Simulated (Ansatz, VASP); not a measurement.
# Two plane-wave programs on GaP

```
Ga P
1.0
     0.00000    2.64364    2.64364
     2.64364    0.00000    2.64364
     2.64364    2.64364    0.00000
Ga P
1 1
Direct
  0.00000 0.00000 0.00000
  0.25000 0.25000 0.25000
```

Change from the starting cell: hydrostatic strain -3.0%.

Alike in both runs: task single point; functional r2SCAN; k mesh 8 × 8 × 8; non-collinear spin, spin-orbit coupling.

|  | VASP | Ansatz |
| --- | --- | --- |
| version | VASP 6.6.1 | Ansatz 0.2.0 |
| potentials or method | VASP PAW PBE potentials, release 64 (Ga_d, P) | plane waves, PAW |
| plane-wave cutoff (eV) | 520 | 500 |
| occupations | gaussian, width 0.01 eV | fixed |
| valence electrons in the cell | 18 | 18 |

|  | VASP | Ansatz | Ansatz less VASP |
| --- | --- | --- | --- |
| pressure (GPa) | 9.8 | 9.8 | +0.04 |

VASP's potentials were made for PBE, not for r2SCAN.
